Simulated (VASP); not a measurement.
# Ag in VASP: notebook

Ag is run at these levels: PBEsol; tasks: relaxation of cell and atoms, single point.

Everything below comes from runs of VASP 6.6.1. Logs are shortened: lines on timing, memory, paths and dates and some standing lists are left out, and cuts for length are marked.

## Step 1: The cell of the first run

The structure is cubic, space group Im-3m (No. 229). The conventional cell has a = 3.064 Å, b = 3.064 Å, c = 3.064 Å, α = 90.00°, β = 90.00°, γ = 90.00°. Within 3.5 Å of Ag (site symmetry m-3m) lie 14 Ag at 2.65 to 3.06 Å.

## Step 2: Relaxation of cell and atoms, PBEsol, target pressure 25 GPa, at which the enthalpy is minimised

INCAR reads:

```
ALGO = Normal ; EDIFF = 1E-7
EDIFFG = -0.008 ; ENCUT = 600
GGA = PS ; IBRION = 2
ISIF = 3 ; ISMEAR = 0
LASPH = True ; LCHARG = False
LREAL = False ; LWAVE = False
NELM = 80 ; NSW = 70
PREC = Accurate ; PSTRESS = 250.0
SIGMA = 0.1
```

KPOINTS reads:

```
k-points
0
Gamma
  20 20 20
```

POSCAR reads:

```
Ag
1.0
   -1.5321019199      1.5321019199      1.5321019199
    1.5321019199     -1.5321019199      1.5321019199
    1.5321019199      1.5321019199     -1.5321019199
Ag
1
Direct
    0.0000000000      0.0000000000      0.0000000000
```

Potentials or basis: VASP PAW PBE potentials, release 64 (Ag).

On the command line:

```bash
> cat potpaw_PBE.64/Ag/POTCAR > POTCAR
> mpirun -np 1 vasp_std > vasp.out
```

OUTCAR:

```text
EDIFF = 1E-7
   EDIFFG = -0.008
   ENCUT = 600
   GGA = PS
   IBRION = 2
   ISIF = 3
   ISMEAR = 0
   LASPH = True
   LREAL = False
   NELM = 80
   NSW = 70
   PREC = Accurate
   PSTRESS = 250.0

 ion  position               nearest neighbor table
   1  0.000  0.000  0.000-

  LATTYP: Found a body centered cubic cell.
 ALAT       =     3.0642038398

  Lattice vectors:

 A1 = (  -1.5321019199,   1.5321019199,   1.5321019199)
 A2 = (   1.5321019199,  -1.5321019199,   1.5321019199)
 A3 = (   1.5321019199,   1.5321019199,  -1.5321019199)

Analysis of symmetry for initial positions (statically):
=====================================================================
 Subroutine PRICEL returns:
 Original cell was already a primitive cell.

 Routine SETGRP: Setting up the symmetry group for a
 body centered cubic supercell.

 Subroutine GETGRP returns: Found 48 space group operations
 (whereof 48 operations were pure point group operations)
 out of a pool of 48 trial point group operations.

The static configuration has the point symmetry O_h .

Analysis of symmetry for dynamics (positions and initial velocities):
=====================================================================
 Subroutine PRICEL returns:
 Original cell was already a primitive cell.

 Routine SETGRP: Setting up the symmetry group for a
 body centered cubic supercell.

 Subroutine GETGRP returns: Found 48 space group operations
 (whereof 48 operations were pure point group operations)
 out of a pool of 48 trial point group operations.

The dynamic configuration has the point symmetry O_h .

 Subroutine INISYM returns: Found 48 space group operations
 (whereof 48 operations are pure point group operations),
 and found     1 'primitive' translations

----------------------------------------------------------------------------------------

                                     Primitive cell

  volume of cell :      14.3854

  direct lattice vectors                    reciprocal lattice vectors
    -1.532101920  1.532101920  1.532101920     0.000000000  0.326349046  0.326349046
     1.532101920 -1.532101920  1.532101920     0.326349046  0.000000000  0.326349046
     1.532101920  1.532101920 -1.532101920     0.326349046  0.326349046  0.000000000

  length of vectors
[... 93 lines left out ...]
   EMIN   =  10.00;   EMAX   =-10.00  energy-range for DOS
   EFERMI =   0.00;   METHOD = LEGACY
   ISMEAR =     0;   SIGMA  =   0.10  broadening in eV -4-tet -1-fermi 0-gaus
   EFERMI_NEDOS =   21; number of points for ismear=-14 and -15
   IALGO  =     38    algorithm
   IMIX   =      4    mixing-type and parameters
     AMIX     =   0.40;   BMIX     =  1.00
     AMIX_MAG =   1.60;   BMIX_MAG =  1.00
  volume/ion in A,a.u.               =      14.39        97.08
  Fermi-wavevector in a.u.,A,eV,Ry     =   1.497033  2.828982 30.492127  2.241108
  Thomas-Fermi vector in A             =   2.608973
   LORBIT       =      0    0 simple, 1 ext, 2 COOP (PROOUT), +10 PAW based schemes
   GGA     = PS    functional components
   LHFCALC =     F    Hartree Fock is set to
   AEXX    =    0.0000 exact exchange contribution
   IVDW    =     0    specifies the selected vdW correction
   LEPSILON=     F    determine dielectric tensor
   LRPA    =     F    only Hartree local field effects (RPA)
 conjugate gradient relaxation of ions
 non-spin polarized calculation
 Gauss-broadening in eV      SIGMA  =   0.10
  energy-cutoff  :      600.00
  volume of cell :       14.39
 maximum number of plane-waves:       490
 NGX is ok and might be reduce to    24
   NGX = 11   NGY = 11   NGZ = 11

--------------------------------------- Ionic step        1  -------------------------------------------

 number of electron      10.9999999 magnetization

 Free energy of the ion-electron system (eV)
  ---------------------------------------------------
  ext. energy  EPLUGINS =         0.00000000
  ---------------------------------------------------
  free energy    TOTEN  =        -3.10144677 eV

  energy without entropy =       -3.09912461  energy(sigma->0) =       -3.10028569

------------------------ aborting loop because EDIFF is reached ----------------------------------------

  FORCE on cell =-STRESS in cart. coord.  units (eV):
  Direction    XX          YY          ZZ          XY          YZ          ZX
  --------------------------------------------------------------------------------------
  -------------------------------------------------------------------------------------
  Total        2.4000833      2.4000833      2.4000833      0.0000000      0.0000000     -0.0000000
  in kB      267.3092140    267.3092140    267.3092140      0.0000000      0.0000000     -0.0000000
  external PRESSURE =      17.3092140 kB  Pullay stress =     250.0000000 kB
[... 61 lines left out ...]
--------------------------------------- Ionic step        3  -------------------------------------------

 number of electron      10.9999998 magnetization

 Free energy of the ion-electron system (eV)
  ---------------------------------------------------
  ext. energy  EPLUGINS =         0.00000000
  ---------------------------------------------------
  free energy    TOTEN  =        -3.11764488 eV

  energy without entropy =       -3.11527036  energy(sigma->0) =       -3.11645762

 E-fermi :  10.7831     XC(G=0): -13.4132

 val. band max:       10.7578088656   @ k =  -0.3000   0.4500   0.1000
 cond. band min:      10.8034362843   @ k =   0.2000   0.1500   0.1500
 fundamental gap:      0.0456274187
 Fermi energy:        10.7831040538

 k-point     1 :       0.0000    0.0000    0.0000
  band No.  band energies     occupation
      1       1.6045      2.00000
      2       5.1221      2.00000
      3       5.1221      2.00000
      4       5.1221      2.00000
      5       6.8807      2.00000
      6       6.8807      2.00000
      7      29.1559      0.00000
      8      29.1559      0.00000
      9      29.1559      0.00000
[... 265 lines left out ...]
 k-point    24 :       0.2500    0.1000    0.0000
  band No.  band energies     occupation
      1       3.6115      2.00000
      2       4.4665      2.00000
      3       5.6584      2.00000
      4       6.5623      2.00000
      5       7.0494      2.00000
      6       7.7562      2.00000
      7      22.1778      0.00000
      8      25.5145      0.00000
      9      28.3790      0.00000

 [... further k-points ...]

------------------------ aborting loop because EDIFF is reached ----------------------------------------

  FORCE on cell =-STRESS in cart. coord.  units (eV):
  Direction    XX          YY          ZZ          XY          YZ          ZX
  --------------------------------------------------------------------------------------
  -------------------------------------------------------------------------------------
  Total        2.2605945      2.2605945      2.2605945      0.0000000      0.0000000     -0.0000000
  in kB      250.0287774    250.0287774    250.0287774      0.0000000      0.0000000     -0.0000000
  external PRESSURE =       0.0287774 kB  Pullay stress =     250.0000000 kB
[... 20 lines left out ...]
  energy  without entropy=       -3.1152703639  energy(sigma->0) =       -3.11645762

  enthalpy is  TOTEN    =        -0.8573105869 eV   P V=        2.2603342910

 reached required accuracy - stopping structural energy minimisation
```

CONTCAR:

```text
Ag
   1.00000000000000
    -1.5356576893279199    1.5356576893279199    1.5356576893279199
     1.5356576893279199   -1.5356576893279199    1.5356576893279199
     1.5356576893279199    1.5356576893279199   -1.5356576893279199
  Ag
     1
Direct
     0.0000000000000000    0.0000000000000000    0.0000000000000000

  0.00000000E+00  0.00000000E+00  0.00000000E+00
```

It took 24 s on 1 thread of Intel Xeon 6975P-C (Granite Rapids), shared host; peak memory 0.18 GiB.

Results:

| Property | Result |
| --- | --- |
| Free energy | -3.1176 eV |
| Relaxed volume | 14.49 Å³/atom |
| Relaxed cell | a = 2.660 Å, b = 2.660 Å, c = 2.660 Å, α = 109.47°, β = 109.47°, γ = 109.47° |
| Space group after relaxing (to 0.05 Å) | Im-3m (No. 229) |
| Energy change on relaxing (the enthalpy is what falls) | -16.2 meV/atom |
| Ionic steps | 3 |
| Pressure after relaxing | 25.0 GPa |

The path:
| step | energy change (eV) | largest force (eV/Å) | pressure (GPa) | volume (Å³) |
| --- | --- | --- | --- | --- |
| 1 | 0.0000 | 0.0000 | 26.73 | 14.39 |
| 2 | -0.0488 | 0.0000 | 21.35 | 14.71 |
| 3 | -0.0162 | 0.0000 | 25.00 | 14.49 |

Final structure:
```yaml
crystal:
  lattice:
    - [-1.53566, 1.53566, 1.53566]
    - [1.53566, -1.53566, 1.53566]
    - [1.53566, 1.53566, -1.53566]
  atoms:
    - { symbol: Ag, position: [0.00000, 0.00000, 0.00000] }
```

Levels at points of the mesh, in eV from the Fermi level:
```csv
k point,band 1,band 2,band 3,band 4,band 5,band 6,band 7,band 8,band 9
"(0.00, 0.00, 0.00)",-9.18,-5.66,-5.66,-5.66,-3.90,-3.90,18.37,18.37,18.37
"(0.50, 0.00, 0.00)",-7.65,-6.71,-3.97,-3.72,-2.53,-0.61,5.17,13.76,15.95
"(0.50, 0.50, 0.50)",-7.63,-7.63,-2.87,-2.87,-2.87,7.29,7.29,7.29,15.14
```

Caveat: the cell is relaxed towards a set pressure, so the enthalpy falls and the energy may rise; the PAW data sets were made with another functional, which shifts forces and pressure a little.

## Step 3: Single point, PBEsol (shear of c along a, cell held: +4.5 %)

INCAR reads:

```
SYSTEM = Ag
PREC = Accurate
ENCUT = 520
EDIFF = 1E-6
ISMEAR = 0
SIGMA = 0.1
LREAL = .FALSE.
LASPH = .TRUE.
NELM = 100
ALGO = Fast
ISIF = 2
LWAVE = .FALSE.
LCHARG = .TRUE.
GGA = PS
LELF = .TRUE.
LVHAR = .TRUE.
NBANDS = 18
```

KPOINTS reads:

```
Automatic mesh
0
G
  16 16 16
  0 0 0
```

POSCAR reads:

```
Ag
1.0
    3.2251146552      0.0000000000      0.0000000000
    0.0000000000      3.2251146552      0.0000000000
    0.1451301595      0.0000000000      3.2251146552
Ag
2
Direct
    0.0000000000      0.0000000000      0.0000000000
    0.5000000000      0.5000000000      0.5000000000
```

Potentials or basis: VASP PAW PBE potentials, release 64 (Ag).

On the command line:

```bash
> cat potpaw_PBE.64/Ag/POTCAR > POTCAR
> mpirun -np 1 vasp_std > vasp.out
```

Wall time 2.2 min (1 thread of Intel Xeon 6975P-C (Granite Rapids), shared host); peak memory 0.62 GiB.

The run converged. Its results:

| Item | Value |
| --- | --- |
| Free energy | -6.5337 eV |
| Pressure | -0.1 GPa |
| Band gap on the k mesh | zero (band 11 reaches 14.05 eV, above the bottom of band 12 at 6.56 eV) |

Stress tensor (GPa, compression positive):
```
-0.34  0.00 -2.94
 0.00  0.07  0.00
-2.94  0.00 -0.07
```

Levels at points of the mesh, in eV from the Fermi level:
```tsv
k point	band 8	band 9	band 10	band 11	band 12	band 13	band 14	band 15
(0.00, 0.00, 0.00)	-3.58	-2.96	-2.81	-2.65	6.83	6.87	6.94	13.05
(0.50, 0.00, 0.00)	-4.48	-3.95	-3.95	-1.93	-1.93	12.93	12.93	13.25
(0.00, 0.50, 0.00)	-4.43	-3.95	-3.95	-1.94	-1.94	13.16	13.16	13.36
(0.50, 0.50, 0.00)	-3.47	-2.55	-2.55	-0.19	-0.19	4.23	4.23	13.09
(0.00, 0.00, 0.50)	-4.48	-3.95	-3.95	-1.94	-1.94	12.95	12.95	13.24
(0.50, 0.00, 0.50)	-3.36	-2.64	-2.45	-0.47	0.09	3.73	4.71	13.08
(0.00, 0.50, 0.50)	-3.47	-2.55	-2.55	-0.20	-0.20	4.22	4.22	13.11
(0.50, 0.50, 0.50)	-3.45	-3.44	-3.44	5.55	5.55	6.14	6.14	6.64
```

Caveat: the cell differs from its parent crystal (shear of c along a, cell held: +4.5 %); the PAW data sets were made with another functional, which shifts forces and pressure a little.

## Step 4: Single point, PBEsol (shear of c along a, cell held: +6.0 %)

INCAR reads:

```
SYSTEM = Ag
  ALGO = Fast
  EDIFF = 1E-7
  ENCUT = 520
  GGA = PS
  ISIF = 2
  ISMEAR = 0
  LASPH = .True.
  LCHARG = .False.
  LREAL = .False.
  LWAVE = .False.
  NBANDS = 18
  NELM = 60
  PREC = Accurate
  SIGMA = 0.1
```

KPOINTS reads:

```
k-points
0
Gamma
  16 16 16
  0 0 0
```

POSCAR: that of step 3 with these lines changed.

```diff
@@ -4,3 +4,3 @@
     0.0000000000      3.2251146552      0.0000000000
-    0.1451301595      0.0000000000      3.2251146552
+    0.1935068793      0.0000000000      3.2251146552
 Ag
```

On the command line:

```bash
> cat potpaw_PBE.64/Ag/POTCAR > POTCAR
> mpirun -np 1 vasp_std > vasp.out
```

Wall time 3.1 min (1 thread of Intel Xeon 6975P-C (Granite Rapids), shared host); peak memory 0.62 GiB.

The run converged. Its results:

```yaml
Free_energy: -6.5228 eV
Pressure: 0.1 GPa
Band_gap_on_the_k_mesh: zero (band 11 reaches 13.93 eV, above the bottom of band 12 at 6.55 eV)
```

Stress tensor (GPa, compression positive):
```
-0.24  0.00 -3.99
 0.00  0.40  0.00
-3.99  0.00  0.25
```

Levels at points of the mesh, in eV from the Fermi level:
| k point | band 7 | band 8 | band 9 | band 10 | band 11 | band 12 | band 13 | band 14 | band 15 | band 16 |
| --- | --- | --- | --- | --- | --- | --- | --- | --- | --- | --- |
| (0.00, 0.00, 0.00) | -3.60 | -3.57 | -3.02 | -2.82 | -2.60 | 6.81 | 6.87 | 6.97 | 13.06 | 13.66 |
| (0.50, 0.00, 0.00) | -4.49 | -4.49 | -3.96 | -3.96 | -1.93 | -1.93 | 12.75 | 12.75 | 13.26 | 13.26 |
| (0.00, 0.50, 0.00) | -4.43 | -4.43 | -3.97 | -3.97 | -1.94 | -1.94 | 13.13 | 13.13 | 13.40 | 13.40 |
| (0.50, 0.50, 0.00) | -3.48 | -3.48 | -2.56 | -2.56 | -0.19 | -0.19 | 4.23 | 4.23 | 12.94 | 12.94 |
| (0.00, 0.00, 0.50) | -4.48 | -4.48 | -3.95 | -3.95 | -1.95 | -1.95 | 12.79 | 12.79 | 13.24 | 13.24 |
| (0.50, 0.00, 0.50) | -3.56 | -3.33 | -2.68 | -2.42 | -0.56 | 0.19 | 3.56 | 4.88 | 13.00 | 13.71 |
| (0.00, 0.50, 0.50) | -3.48 | -3.48 | -2.57 | -2.57 | -0.21 | -0.21 | 4.22 | 4.22 | 12.97 | 12.97 |
| (0.50, 0.50, 0.50) | -3.46 | -3.46 | -3.45 | -3.45 | 5.43 | 5.43 | 6.04 | 6.04 | 6.76 | 6.76 |

Caveat: the cell differs from its parent crystal (shear of c along a, cell held: +6.0 %); the PAW data sets were made with another functional, which shifts forces and pressure a little.

## Step 5: Single point, PBEsol (shear of c along a, cell held: +9.0 %)

INCAR reads:

```
PREC = Accurate ; ENCUT = 520
EDIFF = 1E-6 ; ISMEAR = 0
SIGMA = 0.1 ; LREAL = False
LASPH = True ; NELM = 60
ALGO = Fast ; ISIF = 2
LWAVE = False ; LCHARG = False
GGA = PS ; NBANDS = 18
```

KPOINTS reads:

```
Automatic mesh
0
Gamma
  16 16 16
```

POSCAR: that of step 4 with these lines changed.

```diff
@@ -4,3 +4,3 @@
     0.0000000000      3.2251146552      0.0000000000
-    0.1935068793      0.0000000000      3.2251146552
+    0.2902603190      0.0000000000      3.2251146552
 Ag
```

On the command line:

```bash
> cat potpaw_PBE.64/Ag/POTCAR > POTCAR
> mpirun -np 1 vasp_std > vasp.out
```

Wall time 9.9 min (1 thread of Oxide Virtual Turin-like, shared host); peak memory 0.58 GiB.

It converged, with:

```
Free energy            : -6.4913 eV
Pressure               : 0.6 GPa
Band gap on the k mesh : zero (band 11 reaches 13.69 eV, above the bottom of band 12 at 6.54 eV)
```

Stress tensor (GPa, compression positive):
```
-0.19  0.00 -6.04
 0.00  1.09  0.00
-6.04  0.00  0.93
```

Levels at points of the mesh, in eV from the Fermi level:
| k point | band 7 | band 8 | band 9 | band 10 | band 11 | band 12 | band 13 | band 14 | band 15 | band 16 |
| --- | --- | --- | --- | --- | --- | --- | --- | --- | --- | --- |
| (0.00, 0.00, 0.00) | -3.59 | -3.53 | -3.13 | -2.83 | -2.50 | 6.80 | 6.87 | 7.05 | 13.10 | 13.65 |
| (0.50, 0.00, 0.00) | -4.48 | -4.48 | -3.97 | -3.97 | -1.92 | -1.92 | 12.38 | 12.38 | 13.28 | 13.28 |
| (0.00, 0.50, 0.00) | -4.41 | -4.41 | -3.99 | -3.99 | -1.95 | -1.95 | 13.09 | 13.09 | 13.50 | 13.50 |
| (0.50, 0.50, 0.00) | -3.48 | -3.48 | -2.58 | -2.58 | -0.18 | -0.18 | 4.26 | 4.26 | 12.60 | 12.60 |
| (0.00, 0.00, 0.50) | -4.47 | -4.47 | -3.96 | -3.96 | -1.96 | -1.96 | 12.46 | 12.46 | 13.24 | 13.24 |
| (0.50, 0.00, 0.50) | -3.50 | -3.27 | -2.73 | -2.34 | -0.73 | 0.40 | 3.25 | 5.22 | 12.84 | 13.85 |
| (0.00, 0.50, 0.50) | -3.49 | -3.49 | -2.58 | -2.58 | -0.21 | -0.21 | 4.22 | 4.22 | 12.67 | 12.67 |
| (0.50, 0.50, 0.50) | -3.48 | -3.48 | -3.46 | -3.46 | 5.18 | 5.18 | 5.87 | 5.87 | 7.03 | 7.03 |

Caveat: the cell differs from its parent crystal (shear of c along a, cell held: +9.0 %); the PAW data sets were made with another functional, which shifts forces and pressure a little.

## Step 6: The runs side by side

| task | cell | k mesh | cutoff (eV) | gap on the mesh (eV) | pressure (GPa) |
| --- | --- | --- | --- | --- | --- |
| relaxation of cell and atoms | relaxed to 25 GPa from a = 2.654 Å, angles 109.5°, 1 atom | 20 × 20 × 20 | 600 | none | 25.0 |
| single point | a = 3.225, b = 3.225, c = 3.228 Å, angles 90.0, 87.4, 90.0°, 2 atoms | 16 × 16 × 16 | 520 | none | -0.1 |
| single point | a = 3.225, b = 3.225, c = 3.231 Å, angles 90.0, 86.6, 90.0°, 2 atoms | 16 × 16 × 16 | 520 | none | 0.1 |
| single point | a = 3.225, b = 3.225, c = 3.238 Å, angles 90.0, 84.9, 90.0°, 2 atoms | 16 × 16 × 16 | 520 | none | 0.6 |

Alike in all rows: level PBEsol; potentials or basis VASP PAW PBE potentials, release 64 (Ag); no spin polarisation; smearing gaussian 0.1 eV.

Caveats: the PAW data sets were made with another functional, which shifts forces and pressure a little; the cell is relaxed towards a set pressure, so the enthalpy falls and the energy may rise (some runs).

Absolute energies hang on the potentials; compare differences alone.
